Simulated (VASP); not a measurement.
Input of a VASP 6.6.1 run:

INCAR

```
PREC = Accurate
ENCUT = 520
EDIFF = 1E-7
ISMEAR = 0
SIGMA = 0.2
LREAL = F
LASPH = T
NELM = 100
ALGO = Normal
ISIF = 2
LWAVE = F
LCHARG = F
GGA = PE
NBANDS = 21
```

The input KPOINTS:

```
regular mesh
0
Gamma
  4 4 4
```

File POSCAR:

```
Al6O
1.0
   -2.7156664763      3.3635753179      3.3638579718
    2.7156664763     -3.3635753179      3.3638579718
    2.7156664763      3.3635753179     -3.3638579718
Al O
6 1
Direct
    1.0000123120      0.2917639440      0.7082483680
   -0.0000123120      0.7082360560      0.2917516320
    0.5835155760      0.2917639440      0.2917516320
    0.4164844240      0.7082360560      0.7082483680
    0.5000000000      0.7499969365      0.2499969365
    0.5000000000      0.2500030635      0.7500030635
    0.0000000000      0.5000000000      0.5000000000
```

Potentials or basis: VASP PAW PBE potentials, release 64 (Al, O).

The run is started by

```sh
$ cat potpaw_PBE.64/Al/POTCAR potpaw_PBE.64/O/POTCAR > POTCAR
$ mpirun -np 1 vasp_std > vasp.out
```

(1) Predict the band gap on the k mesh.

(2) Predict the largest force.

(3) Estimate the pressure.

Results:

(1) zero (bands 12 and 13 overlap by 1.93 eV).

(2) 0.007 eV/Å.

(3) 0.0 GPa.

Caveat: the k points lie up to 0.37 Å⁻¹ apart, too coarse for converged energies and pressures of a metal.
